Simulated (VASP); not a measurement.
# ZnCd2Te3 (P4/mmm) in VASP: notebook, part 3 of 3

VASP 6.6.1.

### Step 5. Single point, PBE

This run uses another cell than the first one, of 50.40 Å³/atom.

The input, INCAR:

```
SYSTEM = ZnCd2Te3
PREC = Accurate
ENCUT = 520
EDIFF = 1E-6
ISMEAR = 0
SIGMA = 0.1
LREAL = .False.
LASPH = .True.
NELM = 100
ALGO = Normal
ISIF = 2
LWAVE = .False.
LCHARG = .True.
GGA = PE
LELF = .True.
LVHAR = .True.
NBANDS = 36
```

The input, KPOINTS:

```
Automatic mesh
0
Gamma
  8 8 4
  0 0 0
```

The input, POSCAR:

```
ZnCd2Te3
1.0
    5.2556489568      0.0000000000      0.0000000000
    0.0000000000      5.2556489568      0.0000000000
    0.0000000000      0.0000000000     10.9488950581
Zn Cd Te
1 2 3
Direct
    0.5000000000      0.5000000000      0.0000000000
    0.5000000000      0.0000000000      0.0000000000
    0.0000000000      0.5000000000      0.0000000000
    0.5000000000      0.5000000000      0.2440200294
    0.5000000000      0.5000000000      0.7559799706
    0.5000000000      0.5000000000      0.5000000000
```

Potentials or basis: VASP PAW PBE potentials, release 64 (Zn, Cd, Te).

Started as:

```
cat potpaw_PBE.64/Zn/POTCAR potpaw_PBE.64/Cd/POTCAR potpaw_PBE.64/Te/POTCAR > POTCAR
mpirun -np 1 vasp_std > vasp.out
```

OUTCAR:

```text
SYSTEM = ZnCd2Te3
   PREC = Accurate
   ENCUT = 520
   EDIFF = 1E-6
   ISMEAR = 0
   LREAL = .False.
   LASPH = .True.
   NELM = 100
   ISIF = 2
   GGA = PE

 ion  position               nearest neighbor table
   1  0.500  0.500  0.000-   2 2.63   3 2.63   2 2.63   3 2.63   4 2.67   5 2.67
   2  0.500  0.000  0.000-   1 2.63   1 2.63   3 3.72   3 3.72   3 3.72   3 3.72
   3  0.000  0.500  0.000-   1 2.63   1 2.63   2 3.72   2 3.72   2 3.72   2 3.72
   4  0.500  0.500  0.244-   1 2.67   6 2.80
   5  0.500  0.500  0.756-   1 2.67   6 2.80
   6  0.500  0.500  0.500-   4 2.80   5 2.80

  LATTYP: Found a simple tetragonal cell.
 ALAT       =     5.2556489568
 C/A-ratio  =     2.0832622476

  Lattice vectors:

 A1 = (   5.2556489568,   0.0000000000,   0.0000000000)
 A2 = (   0.0000000000,   5.2556489568,   0.0000000000)
 A3 = (   0.0000000000,   0.0000000000,  10.9488950581)

Analysis of symmetry for initial positions (statically):
=====================================================================
 Subroutine PRICEL returns:
 Original cell was already a primitive cell.

[... 181 lines left out ...]
 cond. band min:       0.0796185991   @ k =   0.5000   0.1250   0.2500
 fundamental gap:      0.0124927563
 Fermi energy:         0.0769273544

 k-point     1 :       0.0000    0.0000    0.0000
  band No.  band energies     occupation
      1     -11.6165      2.00000
      2     -10.6204      2.00000
      3      -9.6453      2.00000
      4      -9.0451      2.00000
      5      -8.9596      2.00000
      6      -8.8670      2.00000
[... 925 lines left out ...]
     35       5.0449      0.00000
     36       5.6202      0.00000

 [... further k-points ...]

------------------------ aborting loop because EDIFF is reached ----------------------------------------

  FORCE on cell =-STRESS in cart. coord.  units (eV):
  Direction    XX          YY          ZZ          XY          YZ          ZX
  --------------------------------------------------------------------------------------
  -------------------------------------------------------------------------------------
  Total        0.1697626      0.1697626     -0.0230177      0.0000000      0.0000000      0.0000000
  in kB        0.8993516      0.8993516     -0.1219409      0.0000000      0.0000000      0.0000000
  external PRESSURE =       0.5589208 kB  Pullay stress =       0.0000000 kB

 VOLUME and BASIS-vectors are now :
 -----------------------------------------------------------------------------
  energy-cutoff  :      520.00
  volume of cell :      302.43
      direct lattice vectors                 reciprocal lattice vectors
     5.255648957  0.000000000  0.000000000     0.190271460  0.000000000  0.000000000
     0.000000000  5.255648957  0.000000000     0.000000000  0.190271460  0.000000000
     0.000000000  0.000000000 10.948895058     0.000000000  0.000000000  0.091333417

 POSITION                                       TOTAL-FORCE (eV/Angst)
 -----------------------------------------------------------------------------------
      2.62782      2.62782      0.00000         0.000000      0.000000      0.000000
      2.62782      0.00000      0.00000         0.000000      0.000000      0.000000
      0.00000      2.62782      0.00000         0.000000      0.000000      0.000000
      2.62782      2.62782      2.67175         0.000000      0.000000      0.022982
      2.62782      2.62782      8.27715         0.000000     -0.000000     -0.022982
      2.62782      2.62782      5.47445         0.000000      0.000000      0.000000
 -----------------------------------------------------------------------------------
    total drift:                               -0.000000      0.000000     -0.000000

  FREE ENERGIE OF THE ION-ELECTRON SYSTEM (eV)
  ---------------------------------------------------
  free  energy   TOTEN  =        -9.7443409867 eV

  energy  without entropy=       -9.7231229509  energy(sigma->0) =       -9.73373197
```

OSZICAR:

```text
N       E                     dE             d eps       ncg     rms          rms(c)
DAV:   1     0.341722365880E+03    0.34172E+03   -0.22049E+04  3240   0.127E+03
DAV:   2     0.149375905021E+02   -0.32678E+03   -0.31710E+03  3616   0.296E+02
DAV:   3    -0.100853703265E+02   -0.25023E+02   -0.24728E+02  3844   0.868E+01
DAV:   4    -0.106855232374E+02   -0.60015E+00   -0.59712E+00  4048   0.117E+01
DAV:   5    -0.106952717783E+02   -0.97485E-02   -0.97478E-02  4416   0.147E+00    0.968E+00
DAV:   6    -0.982623902458E+01    0.86903E+00   -0.51477E+00  3800   0.181E+01    0.694E+00
DAV:   7    -0.976674912128E+01    0.59490E-01   -0.61705E-01  3768   0.101E+01    0.298E+00
DAV:   8    -0.974427681267E+01    0.22472E-01   -0.11753E-01  3496   0.165E+00    0.107E+00
DAV:   9    -0.974374919058E+01    0.52762E-03   -0.10824E-02  3636   0.989E-01    0.396E-01
DAV:  10    -0.974403525291E+01   -0.28606E-03   -0.14379E-03  3408   0.227E-01    0.245E-01
DAV:  11    -0.974423864181E+01   -0.20339E-03   -0.66092E-04  3348   0.126E-01    0.954E-02
DAV:  12    -0.974431935151E+01   -0.80710E-04   -0.16062E-04  3532   0.728E-02    0.222E-02
DAV:  13    -0.974433668368E+01   -0.17332E-04   -0.42596E-05  3416   0.351E-02    0.128E-02
DAV:  14    -0.974434019321E+01   -0.35095E-05   -0.66692E-06  3236   0.181E-02    0.466E-03
DAV:  15    -0.974434098666E+01   -0.79346E-06   -0.32936E-06  2652   0.125E-02
   1 F= -.97443410E+01 E0= -.97337320E+01  d E =-.212180E-01
```

stdout:

```text
POSCAR found type information on POSCAR ZnCdTe
 POSCAR found :  3 types and       6 ions
 scaLAPACK will be used
 LDA part: xc-table for (Slater+PW92), standard interpolation
 POSCAR, INCAR and KPOINTS ok, starting setup
 FFT: planning ... GRIDC
 FFT: planning ... GRID_SOFT
 FFT: planning ... GRID
 WAVECAR not read
 entering main loop
```

It took 3.9 min on 1 thread of Intel Xeon 6975P-C (Granite Rapids), shared host; peak memory 0.66 GiB.

What came out:

- Free energy: -9.7443 eV
- Pressure: 0.1 GPa
- Largest force: 0.023 eV/Å
- Band gap on the k mesh: zero (bands 27 and 28 overlap by 0.82 eV)

Forces in eV/Å, atoms in the order of the input:
```
Zn   0.000  0.000  0.000
Cd   0.000  0.000  0.000
Cd   0.000  0.000  0.000
Te   0.000  0.000  0.023
Te   0.000  0.000 -0.023
Te   0.000  0.000  0.000
```

Stress tensor (GPa, compression positive):
```
 0.09  0.00  0.00
 0.00  0.09  0.00
 0.00  0.00 -0.01
```

Caveat: spin-orbit coupling is left out, which moves the levels of the heavy elements.

### Step 6. Overview

| task | cell | k mesh | cutoff (eV) | gap on the mesh (eV) | pressure (GPa) | largest force (eV/Å) |
| --- | --- | --- | --- | --- | --- | --- |
| single point | a = 4.528, b = 4.528, c = 8.412 Å, 6 atoms, atomic positions A | 4 × 4 × 2 | 520 | none | 61.6 | 23.06 |
| single point | a = 5.244, b = 5.244, c = 10.875 Å, 6 atoms, atomic positions B | 4 × 4 × 2 | 520 | none | 0.0 | - |
| relaxation of cell and atoms | relaxed from a = 4.528, b = 4.528, c = 8.412 Å, 6 atoms, atomic positions A | 4 × 4 × 2 | 600 | none | 0.0 | 0.04 |
| single point | a = 5.256, b = 5.256, c = 10.949 Å, 6 atoms, atomic positions C | 8 × 8 × 4 | 520 | none | 0.1 | 0.02 |

Alike in all rows: level PBE; potentials or basis VASP PAW PBE potentials, release 64 (Zn, Cd, Te); no spin polarisation; smearing gaussian 0.1 eV.

Caveats: some runs use coarse meshes; spin-orbit coupling is left out, which moves the levels of the heavy elements; atoms lie so close that the PAW spheres overlap strongly, which falsifies energies and pressures (at least some runs); semilocal functionals underestimate gaps, and a narrow one can read as zero (at least some runs); forces of over 1 eV/Å act on the atoms, so gaps and moduli don't describe the material at rest (at least some runs); the volume moved by over 15 % at a fixed basis, so the end points are rough (at least some runs).

Total energies depend on the potentials used, so only differences within one code and one set of settings carry meaning.

The gap in the log of VASP goes by the Fermi energy; the results here count the filled bands.